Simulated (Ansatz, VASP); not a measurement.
## One calculation of BAs, two programs

```xyz
2
Lattice="0.0000 2.3919 2.3919 2.3919 0.0000 2.3919 2.3919 2.3919 0.0000" Properties=species:S:1:pos:R:3 pbc="T T T"
B     0.0000    0.0000    0.0000
As    1.1959    1.1959    1.1959
```

Alike in both runs: task single point; functional PBE-based global hybrid; k mesh 4 × 4 × 4; no spin polarisation.

```csv
,VASP,Ansatz
version,VASP 6.6.1,Ansatz 0.2.0
potentials or method,"VASP PAW PBE potentials, release 64 (B, As)",plane waves
plane-wave cutoff (eV),520,420
occupations,"gaussian, width 0.01 eV",fixed
valence electrons in the cell,8,18
```

|  | VASP | Ansatz | Ansatz less VASP |
| --- | --- | --- | --- |
| gap on the k mesh at the Fermi level (eV) | 2.00 | 1.98 | -0.018 |
| pressure (GPa) | 1.7 | 1.4 | -0.30 |

VASP's potentials were made for PBE, not for PBE-based global hybrid. VASP's potentials hold 8 valence electrons a cell and Ansatz's 18, so a difference there can come from the potentials and not from the codes. Ansatz's warnings: stress exchange threshold loose, stress scf threshold loose.

The k mesh is coarse, so the values compare programs but aren't converged.
